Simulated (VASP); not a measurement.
# KC (F-43m) in VASP: a series of runs

The runs below take KC through single point, with PBE.

Program: VASP 6.6.1. These are calculated values, not measurements. Logs are shortened: lines on timing, memory, paths and dates and some standing lists are left out, and cuts for length are marked.

### Step 1. The cell of the first run

It takes space group F-43m (No. 216, cubic). The conventional cell has a = 6.494 Å, b = 6.494 Å, c = 6.494 Å, α = 90.00°, β = 90.00°, γ = 90.00°. Within 3.7 Å of K (site symmetry -43m) lie 4 C at 2.81 Å. Within 3.7 Å of C (site symmetry -43m) lie 4 K at 2.81 Å.

### Step 2. Single point, PBE

The input, INCAR:

```
PREC = Accurate
ENCUT = 600
EDIFF = 1E-6
ISMEAR = 0
SIGMA = 0.2
LREAL = False
LASPH = True
NELM = 120
ALGO = Normal
ISIF = 2
LWAVE = False
LCHARG = False
GGA = PE
NBANDS = 14
GGA_COMPAT = False
```

The input, KPOINTS:

```
Automatic mesh
0
Gamma
  6 6 6
```

The input, POSCAR:

```
KC
1.0
    0.0000000000      3.2469704156      3.2469704156
    3.2469704156      0.0000000000      3.2469704156
    3.2469704156      3.2469704156      0.0000000000
K C
1 1
Direct
    0.7500000000      0.7500000000      0.7500000000
    0.0000000000      0.0000000000      0.0000000000
```

Potentials or basis: VASP PAW PBE potentials, release 64 (K_sv, C).

Launch:

```bash
$ cat potpaw_PBE.64/K_sv/POTCAR potpaw_PBE.64/C/POTCAR > POTCAR
$ mpirun -np 1 vasp_std > vasp.out
```

OUTCAR:

```text
PREC = Accurate
   ENCUT = 600
   EDIFF = 1E-6
   ISMEAR = 0
   LREAL = False
   LASPH = True
   NELM = 120
   ISIF = 2
   GGA = PE

 ion  position               nearest neighbor table
   1  0.750  0.750  0.750-   2 2.81   2 2.81   2 2.81   2 2.81
   2  0.000  0.000  0.000-   1 2.81   1 2.81   1 2.81   1 2.81

  LATTYP: Found a face centered cubic cell.
 ALAT       =     6.4939408312

  Lattice vectors:

 A1 = (   0.0000000000,   3.2469704156,   3.2469704156)
 A2 = (   3.2469704156,   0.0000000000,   3.2469704156)
 A3 = (   3.2469704156,   3.2469704156,   0.0000000000)

Analysis of symmetry for initial positions (statically):
=====================================================================
 Subroutine PRICEL returns:
 Original cell was already a primitive cell.

 Routine SETGRP: Setting up the symmetry group for a
 face centered cubic supercell.

 Subroutine GETGRP returns: Found 24 space group operations
 (whereof 24 operations were pure point group operations)
 out of a pool of 48 trial point group operations.

The static configuration has the point symmetry T_d .

Analysis of symmetry for dynamics (positions and initial velocities):
=====================================================================
 Subroutine PRICEL returns:
 Original cell was already a primitive cell.

 Routine SETGRP: Setting up the symmetry group for a
 face centered cubic supercell.

 Subroutine GETGRP returns: Found 24 space group operations
 (whereof 24 operations were pure point group operations)
 out of a pool of 48 trial point group operations.

The dynamic configuration has the point symmetry T_d .

 Subroutine INISYM returns: Found 24 space group operations
 (whereof 24 operations are pure point group operations),
 and found     1 'primitive' translations

----------------------------------------------------------------------------------------

                                     Primitive cell

  volume of cell :      68.4644

  direct lattice vectors                    reciprocal lattice vectors
     0.000000000  3.246970416  3.246970416    -0.153989700  0.153989700  0.153989700
     3.246970416  0.000000000  3.246970416     0.153989700 -0.153989700  0.153989700
     3.246970416  3.246970416  0.000000000     0.153989700  0.153989700 -0.153989700

  length of vectors
     4.591909598  4.591909598  4.591909598     0.266717984  0.266717984  0.266717984

  position of ions in fractional coordinates (direct lattice)
     0.750000000  0.750000000  0.750000000
     0.000000000  0.000000000  0.000000000

  ion indices of the primitive-cell ions
   primitive index   ion index
                 1           1
                 2           2

----------------------------------------------------------------------------------------

 KPOINTS: Automatic mesh

Automatic generation of k-mesh.
 Grid dimensions read from file:
 generate k-points for:    6    6    6

 Generating k-lattice:

  Cartesian coordinates                     Fractional coordinates (reciprocal lattice)
    -0.025664950  0.025664950  0.025664950     0.166666667  0.000000000  0.000000000
     0.025664950 -0.025664950  0.025664950     0.000000000  0.166666667  0.000000000
     0.025664950  0.025664950 -0.025664950     0.000000000  0.000000000  0.166666667

  Length of vectors
     0.044452997  0.044452997  0.044452997

  Shift w.r.t. Gamma in fractional coordinates (k-lattice)
     0.000000000  0.000000000  0.000000000

 Subroutine IBZKPT returns following result:
 ===========================================

 Found     16 irreducible k-points:

 Following reciprocal coordinates:
            Coordinates               Weight
  0.000000  0.000000  0.000000      1.000000
  0.166667  0.000000  0.000000      8.000000
  0.333333  0.000000  0.000000      8.000000
  0.500000  0.000000  0.000000      4.000000
  0.166667  0.166667  0.000000      6.000000
  0.333333  0.166667  0.000000     24.000000
[... 8 lines left out ...]
 -0.333333  0.333333  0.166667     24.000000
 -0.333333  0.500000  0.166667     12.000000
   k-points           NKPTS =     16   k-points in BZ     NKDIM =     16   number of bands    NBANDS=     14
   number of dos      NEDOS =    301   number of ions     NIONS =      2
   total plane-waves  NPLWV =  64000
   dimension x,y,z NGX =    40 NGY =   40 NGZ =   40
   dimension x,y,z NGXF=    80 NGYF=   80 NGZF=   80
   ions per type =               1   1
   NGX,Y,Z   is equivalent  to a cutoff of  14.48, 14.48, 14.48 a.u.
   NGXF,Y,Z  is equivalent  to a cutoff of  28.96, 28.96, 28.96 a.u.
 SYSTEM =  unknown system
   PREC   = accura    normal or accurate (medium, high low for compatibility)
   ISTART =      0    job   : 0-new  1-cont  2-samecut
   ICHARG =      2    charge: 1-file 2-atom 10-const
   ISPIN  =      1    spin polarized calculation?
   LNONCOLLINEAR =      F non collinear calculations
   LSORBIT =      F    spin-orbit coupling
   LASPH  =      T    aspherical Exc in radial PAW
   ENCUT  =  600.0 eV  44.10 Ry    6.64 a.u.   9.17  9.17  9.17*2*pi/ulx,y,z
   NELM   =    120;   NELMIN=  2; NELMDL= -5     # of ELM steps
   EDIFF  = 0.1E-05   stopping-criterion for ELM
   LREAL  =      F    real-space projection
   EDIFFG = 0.1E-04   stopping-criterion for IOM
   NSW    =      0    number of steps for IOM
   IBRION =     -1    ionic relax: 0-MD 1-quasi-New 2-CG
   NFREE  =      0    steps in history (QN), initial steepest desc. (CG)
   ISIF   =      2    stress and relaxation
   ISYM   =      2    0-nonsym 1-usesym 2-fastsym
   POTIM  = 0.5000    time-step for ionic-motion
   TEBEG  =    0.0;   TEEND  =   0.0 temperature during run
   PSTRESS=    0.0 pullay stress
   NELECT =      13.0000    total number of electrons
   NUPDOWN=      -1.0000    fix difference up-down
   EMIN   =  10.00;   EMAX   =-10.00  energy-range for DOS
   EFERMI =   0.00;   METHOD = LEGACY
   ISMEAR =     0;   SIGMA  =   0.20  broadening in eV -4-tet -1-fermi 0-gaus
   EFERMI_NEDOS =   21; number of points for ismear=-14 and -15
   IALGO  =     38    algorithm
   IMIX   =      4    mixing-type and parameters
     AMIX     =   0.40;   BMIX     =  1.00
     AMIX_MAG =   1.60;   BMIX_MAG =  1.00
  volume/ion in A,a.u.               =      34.23       231.01
  Fermi-wavevector in a.u.,A,eV,Ry     =   0.940952  1.778142 12.046480  0.885391
  Thomas-Fermi vector in A             =   2.068415
   LORBIT       =      0    0 simple, 1 ext, 2 COOP (PROOUT), +10 PAW based schemes
   GGA     = PE    functional components
   LHFCALC =     F    Hartree Fock is set to
   AEXX    =    0.0000 exact exchange contribution
   IVDW    =     0    specifies the selected vdW correction
   LEPSILON=     F    determine dielectric tensor
   LRPA    =     F    only Hartree local field effects (RPA)
 non-spin polarized calculation
 Gauss-broadening in eV      SIGMA  =   0.20
  energy-cutoff  :      600.00
  volume of cell :       68.46
 maximum number of plane-waves:      2301
 NGX is ok and might be reduce to    40
   NGX = 19   NGY = 19   NGZ = 19

 number of electron      13.0000000 magnetization

 Free energy of the ion-electron system (eV)
  ---------------------------------------------------
  ext. energy  EPLUGINS =         0.00000000
  ---------------------------------------------------
  free energy    TOTEN  =        -4.23031497 eV

  energy without entropy =       -4.08725941  energy(sigma->0) =       -4.15878719

 E-fermi :  -1.1562     XC(G=0):  -6.6945

 val. band max:       -1.1666428671   @ k =  -0.3333   0.5000   0.1667
 cond. band min:      -1.1416680005   @ k =   0.5000   0.3333   0.1667
 fundamental gap:      0.0249748666
 Fermi energy:        -1.1561643414

 k-point     1 :       0.0000    0.0000    0.0000
  band No.  band energies     occupation
      1     -30.6195      2.00000
      2     -14.1089      2.00000
      3     -14.1089      2.00000
      4     -14.1089      2.00000
      5      -9.5645      2.00000
      6      -1.0667      0.52715
      7      -1.0667      0.52715
      8      -1.0667      0.52715
      9       1.7867      0.00000
     10       6.5510      0.00000
     11       6.5510      0.00000
     12       7.5938      0.00000
     13       7.5938      0.00000
     14       7.5938      0.00000

 k-point     2 :       0.1667    0.0000    0.0000
  band No.  band energies     occupation
      1     -30.6177      2.00000
      2     -14.1580      2.00000
      3     -14.1137      2.00000
      4     -14.1137      2.00000
      5      -9.4766      2.00000
      6      -1.3263      1.77112
      7      -1.0438      0.42686
      8      -1.0438      0.42686
      9       2.3686      0.00000
     10       6.2086      0.00000
     11       6.2086      0.00000
     12       7.1559      0.00000
     13       7.9650      0.00000
     14       7.9650      0.00000

 k-point     3 :       0.3333    0.0000    0.0000
  band No.  band energies     occupation
      1     -30.6140      2.00000
      2     -14.2514      2.00000
      3     -14.1232      2.00000
      4     -14.1232      2.00000
      5      -9.3090      2.00000
      6      -1.6370      1.99933
      7      -1.0030      0.27880
      8      -1.0030      0.27880
      9       3.4170      0.00000
     10       5.8793      0.00000
     11       6.0216      0.00000
     12       6.0216      0.00000
     13       7.9236      0.00000
     14       7.9236      0.00000
[... 188 lines left out ...]
 k-point    15 :      -0.3333    0.3333    0.1667
  band No.  band energies     occupation
      1     -30.6103      2.00000
      2     -14.2806      2.00000
      3     -14.1794      2.00000
      4     -14.1466      2.00000
      5      -9.1491      2.00000
      6      -1.4920      1.98243
      7      -1.3056      1.70924
      8      -0.9557      0.15642
      9       3.6232      0.00000
     10       4.6872      0.00000
     11       6.5143      0.00000
     12       6.9320      0.00000
     13       7.8483      0.00000
     14       8.2968      0.00000

 k-point    16 :      -0.3333    0.5000    0.1667
  band No.  band energies     occupation
      1     -30.6097      2.00000
      2     -14.2896      2.00000
      3     -14.1759      2.00000
      4     -14.1582      2.00000
      5      -9.1231      2.00000
      6      -1.6267      1.99912
      7      -1.1666      1.05906
      8      -0.9475      0.14001
      9       3.3889      0.00000
     10       4.5966      0.00000
     11       7.0411      0.00000
     12       7.3777      0.00000
     13       8.0065      0.00000
     14       8.2652      0.00000

------------------------ aborting loop because EDIFF is reached ----------------------------------------

  FORCE on cell =-STRESS in cart. coord.  units (eV):
  Direction    XX          YY          ZZ          XY          YZ          ZX
  --------------------------------------------------------------------------------------
  -------------------------------------------------------------------------------------
  Total        0.2588916      0.2588916      0.2588916     -0.0000000     -0.0000000      0.0000000
  in kB        6.0584782      6.0584782      6.0584782     -0.0000000     -0.0000000      0.0000000
  external PRESSURE =       6.0584782 kB  Pullay stress =       0.0000000 kB

 VOLUME and BASIS-vectors are now :
 -----------------------------------------------------------------------------
  energy-cutoff  :      600.00
  volume of cell :       68.46
      direct lattice vectors                 reciprocal lattice vectors
     0.000000000  3.246970416  3.246970416    -0.153989700  0.153989700  0.153989700
     3.246970416  0.000000000  3.246970416     0.153989700 -0.153989700  0.153989700
     3.246970416  3.246970416  0.000000000     0.153989700  0.153989700 -0.153989700

 POSITION                                       TOTAL-FORCE (eV/Angst)
 -----------------------------------------------------------------------------------
      4.87046      4.87046      4.87046         0.000000      0.000000      0.000000
      0.00000      0.00000      0.00000        -0.000000     -0.000000     -0.000000
 -----------------------------------------------------------------------------------
    total drift:                               -0.000000     -0.000000     -0.000000

  FREE ENERGIE OF THE ION-ELECTRON SYSTEM (eV)
  ---------------------------------------------------
  free  energy   TOTEN  =        -4.2303149712 eV

  energy  without entropy=       -4.0872594087  energy(sigma->0) =       -4.15878719
```

Run time: 21 s. Hardware: 1 thread of Intel Xeon Platinum 8559C (Emerald Rapids), shared host; peak memory 0.23 GiB.

What came out:

```
Free energy : -4.2303 eV
Pressure    : 0.6 GPa
```

Levels at points of the mesh, in eV from the Fermi level:
| k point | band 4 | band 5 | band 6 | band 7 | band 8 | band 9 |
| --- | --- | --- | --- | --- | --- | --- |
| (0.00, 0.00, 0.00) | -12.95 | -8.41 | 0.09 | 0.09 | 0.09 | 2.94 |
| (0.50, 0.00, 0.00) | -12.97 | -8.07 | -0.57 | 0.17 | 0.17 | 5.36 |
| (0.50, 0.50, 0.00) | -13.00 | -7.97 | -0.69 | 0.23 | 0.23 | 4.40 |

### Step 3. Single point, PBE

This run uses another cell than the first one, of 35.13 Å³/atom, 1.026 times its volume.

The input, INCAR:

```
SYSTEM = KC
  PREC = Accurate
  ENCUT = 600
  EDIFF = 1E-6
  ISMEAR = 0
  SIGMA = 0.2
  LREAL = .False.
  LASPH = .True.
  NELM = 120
  ALGO = Normal
  ISIF = 2
  LWAVE = .False.
  LCHARG = .False.
  GGA = PE
  NBANDS = 14
  GGA_COMPAT = .False.
```

The input, KPOINTS:

```
regular mesh
0
Gamma
  6 6 6
  0 0 0
```

The input, POSCAR:

```
KC
1.0
    0.0000000000      3.2751914089      3.2751914089
    3.2751914089      0.0000000000      3.2751914089
    3.2751914089      3.2751914089      0.0000000000
K C
1 1
Direct
    0.5000000000      0.5000000000      0.5000000000
    0.7500000000      0.7500000000      0.7500000000
```

Potentials or basis: VASP PAW PBE potentials, release 64 (K_sv, C).

Launch:

```bash
$ cat potpaw_PBE.64/K_sv/POTCAR potpaw_PBE.64/C/POTCAR > POTCAR
$ mpirun -np 1 vasp_std > vasp.out
```

OUTCAR:

```text
SYSTEM = KC
   PREC = Accurate
   ENCUT = 600
   EDIFF = 1E-6
   ISMEAR = 0
   LREAL = .False.
   LASPH = .True.
   NELM = 120
   ISIF = 2
   GGA = PE

 ion  position               nearest neighbor table
   1  0.500  0.500  0.500-   2 2.84   2 2.84   2 2.84   2 2.84
   2  0.750  0.750  0.750-   1 2.84   1 2.84   1 2.84   1 2.84

  LATTYP: Found a face centered cubic cell.
 ALAT       =     6.5503828178

  Lattice vectors:

 A1 = (   0.0000000000,   3.2751914089,   3.2751914089)
 A2 = (   3.2751914089,   0.0000000000,   3.2751914089)
 A3 = (   3.2751914089,   3.2751914089,   0.0000000000)

Analysis of symmetry for initial positions (statically):
=====================================================================
 Subroutine PRICEL returns:
 Original cell was already a primitive cell.

 Routine SETGRP: Setting up the symmetry group for a
 face centered cubic supercell.

 Subroutine GETGRP returns: Found 24 space group operations
 (whereof 24 operations were pure point group operations)
 out of a pool of 48 trial point group operations.

The static configuration has the point symmetry T_d .

Analysis of symmetry for dynamics (positions and initial velocities):
=====================================================================
 Subroutine PRICEL returns:
 Original cell was already a primitive cell.

 Routine SETGRP: Setting up the symmetry group for a
 face centered cubic supercell.

 Subroutine GETGRP returns: Found 24 space group operations
 (whereof 24 operations were pure point group operations)
 out of a pool of 48 trial point group operations.

The dynamic configuration has the point symmetry T_d .

 Subroutine INISYM returns: Found 24 space group operations
 (whereof 24 operations are pure point group operations),
 and found     1 'primitive' translations

----------------------------------------------------------------------------------------

                                     Primitive cell
[... 111 lines left out ...]
   LEPSILON=     F    determine dielectric tensor
   LRPA    =     F    only Hartree local field effects (RPA)
 non-spin polarized calculation
 Gauss-broadening in eV      SIGMA  =   0.20
  energy-cutoff  :      600.00
  volume of cell :       70.27
 maximum number of plane-waves:      2397
 NGX is ok and might be reduce to    40
   NGX = 19   NGY = 19   NGZ = 19

 number of electron      13.0000000 magnetization

 Free energy of the ion-electron system (eV)
  ---------------------------------------------------
  ext. energy  EPLUGINS =         0.00000000
  ---------------------------------------------------
  free energy    TOTEN  =        -4.23560050 eV

  energy without entropy =       -4.09019827  energy(sigma->0) =       -4.16289939

 E-fermi :  -1.2154     XC(G=0):  -6.6073

 val. band max:       -1.2278133834   @ k =  -0.3333   0.5000   0.1667
 cond. band min:      -1.2007637679   @ k =   0.5000   0.3333   0.1667
 fundamental gap:      0.0270496154
 Fermi energy:        -1.2153777432

 k-point     1 :       0.0000    0.0000    0.0000
  band No.  band energies     occupation
      1     -30.7262      2.00000
      2     -14.2149      2.00000
      3     -14.2149      2.00000
      4     -14.2149      2.00000
      5      -9.6031      2.00000
      6      -1.1184      0.49300
      7      -1.1184      0.49300
      8      -1.1184      0.49300
      9       1.6613      0.00000
     10       6.4330      0.00000
     11       6.4330      0.00000
     12       7.4330      0.00000
     13       7.4330      0.00000
     14       7.4330      0.00000
[... 241 lines left out ...]
      1     -30.7177      2.00000
      2     -14.3772      2.00000
      3     -14.2756      2.00000
      4     -14.2596      2.00000
      5      -9.1940      2.00000
      6      -1.6698      1.99869
      7      -1.2278      1.07007
      8      -1.0179      0.16254
      9       3.3000      0.00000
     10       4.4858      0.00000
     11       6.8965      0.00000
     12       7.2198      0.00000
     13       7.7592      0.00000
     14       8.0971      0.00000

------------------------ aborting loop because EDIFF is reached ----------------------------------------

  FORCE on cell =-STRESS in cart. coord.  units (eV):
  Direction    XX          YY          ZZ          XY          YZ          ZX
  --------------------------------------------------------------------------------------
  -------------------------------------------------------------------------------------
  Total        0.1261332      0.1261332      0.1261332      0.0000000      0.0000000     -0.0000000
  in kB        2.8760741      2.8760741      2.8760741      0.0000000      0.0000000     -0.0000000
  external PRESSURE =       2.8760741 kB  Pullay stress =       0.0000000 kB

 VOLUME and BASIS-vectors are now :
 -----------------------------------------------------------------------------
  energy-cutoff  :      600.00
  volume of cell :       70.27
      direct lattice vectors                 reciprocal lattice vectors
     0.000000000  3.275191409  3.275191409    -0.152662833  0.152662833  0.152662833
     3.275191409  0.000000000  3.275191409     0.152662833 -0.152662833  0.152662833
     3.275191409  3.275191409  0.000000000     0.152662833  0.152662833 -0.152662833

 POSITION                                       TOTAL-FORCE (eV/Angst)
 -----------------------------------------------------------------------------------
      3.27519      3.27519      3.27519         0.000000      0.000000      0.000000
      4.91279      4.91279      4.91279        -0.000000     -0.000000     -0.000000
 -----------------------------------------------------------------------------------
    total drift:                                0.000000      0.000000     -0.000000

  FREE ENERGIE OF THE ION-ELECTRON SYSTEM (eV)
  ---------------------------------------------------
  free  energy   TOTEN  =        -4.2356005029 eV

  energy  without entropy=       -4.0901982689  energy(sigma->0) =       -4.16289939
```

stdout:

```text
POSCAR found type information on POSCAR K C
 POSCAR found :  2 types and       2 ions
 scaLAPACK will be used
 LDA part: xc-table for (Slater+PW92), standard interpolation
 POSCAR, INCAR and KPOINTS ok, starting setup
 FFT: planning ... GRIDC
 FFT: planning ... GRID_SOFT
 FFT: planning ... GRID
 WAVECAR not read
 entering main loop
```

Run time: 21 s. Hardware: 1 thread of Intel Xeon Platinum 8559C (Emerald Rapids), shared host; peak memory 0.23 GiB.

What came out:

```yaml
Free_energy: -4.2356 eV
Pressure: 0.3 GPa
```
